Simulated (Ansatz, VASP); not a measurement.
# One calculation of Ir, two programs

Contents of INCAR:

```
SYSTEM = Ir
PREC     = Accurate       ! precision mode
ENCUT    = 500            ! plane-wave cutoff, eV
EDIFF    = 1E-6           ! SCF threshold, eV
ISMEAR   = 0              ! smearing method
SIGMA    = 0.05           ! smearing width, eV
LREAL    = .False.        ! projectors in reciprocal space
LASPH    = .True.         ! aspherical terms in the spheres
NELM     = 120            ! most SCF steps
ALGO     = Normal         ! electronic algorithm
ISIF     = 2              ! what is computed and relaxed
LWAVE    = .False.        ! write WAVECAR
LCHARG   = .False.        ! write CHGCAR
NBANDS   = 14             ! bands
GGA_COMPAT= .False.
```

Contents of KPOINTS:

```
Automatic mesh
0
Gamma
  18 18 18
  0 0 0
```

Contents of POSCAR:

```
Ir
1.0
    0.0000000000      1.9200000000      1.9200000000
    1.9200000000      0.0000000000      1.9200000000
    1.9200000000      1.9200000000      0.0000000000
Ir
1
Direct
    0.0000000000      0.0000000000      0.0000000000
```

Input for Ansatz:

```yaml
crystal:
  lattice:
    - [0.0, 1.92, 1.92]
    - [1.92, 0.0, 1.92]
    - [1.92, 1.92, 0.0]
  atoms:
    - { symbol: Ir, position: [0.0, 0.0, 0.0] }
basis:
  ecutwfc: 420
  ecutrho_ratio: 4
kpoints:
  mp_grid: { grid: [18, 18, 18] }
hamiltonian:
  xc: lda
scf:
  occupations: { method: gaussian, width: 0.05 }
output:
  forces: true
  stress: true
  eigenvalues: true
```

Alike in both runs: task single point; functional LDA; k mesh 18 × 18 × 18; occupations gaussian, width 0.05 eV; no spin polarisation.

```csv
,VASP,Ansatz
version,VASP 6.6.1,Ansatz 0.2.0
potentials or method,"VASP PAW LDA potentials, release 64 (Ir_sv_GW), cutoff 500 eV","scalar-relativistic, plane waves, PAW"
valence electrons in the cell,17,17
```

VASP gave:

```
pressure (GPa) : -10.5
```

Task: Which values does Ansatz return?

Result: Pressure (GPa): -8.8.

LDA's correlation is that of Perdew and Zunger in VASP and of Perdew and Wang (1992) in Ansatz.

Neither program's run includes spin-orbit coupling.
